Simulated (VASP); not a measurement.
**Ca: single point with PBEsol**

Crystal: Ca.

```
Ca
1.0
     1.97128   -3.39549    0.00000
     1.97128    3.39549    0.00000
     0.00000    0.00000    6.50911
Ca
2
Direct
  0.83559 0.16441 0.25000
  0.16441 0.83559 0.75000
```

```
Program             : VASP 6.6.1
Task                : single point
Functional          : PBEsol
Potentials or basis : VASP PAW PBE potentials, release 64 (Ca_sv)
Cutoff              : 520 eV
k mesh              : 3 × 3 × 2
Occupations         : fermi-dirac, width 0.05 eV
Spin                : no spin polarisation
```

| Quantity | Value |
| --- | --- |
| Pressure | -1.2 GPa |
| Largest force | 0.015 eV/Å |
| Band gap on the k mesh | zero (bands 10 and 11 overlap by 0.41 eV) |

Forces on the atoms (eV/Å):
```
Ca   0.000  0.015  0.000
Ca   0.000 -0.015  0.000
```

Stress tensor (GPa, compression positive):
```
-1.65  0.00  0.00
 0.00 -1.45  0.00
 0.00  0.00 -0.41
```

Levels at points of the mesh, in eV from the Fermi level:
```csv
k point,band 8,band 9,band 10,band 11,band 12,band 13
"(0.00, 0.00, 0.00)",-22.97,-4.10,-1.17,-0.35,2.12,2.15
"(0.00, 0.00, 0.50)",-23.01,-3.12,-3.12,1.26,1.26,2.14
```

It took 15 s on 1 thread of Intel(R) Xeon(R) Platinum 8488C (Sapphire Rapids), with other jobs on the host, peak memory 0.19 GiB.

Caveat: the k points lie up to 0.61 Å⁻¹ apart; the PAW data sets were made with another functional, which shifts forces and pressure a little.
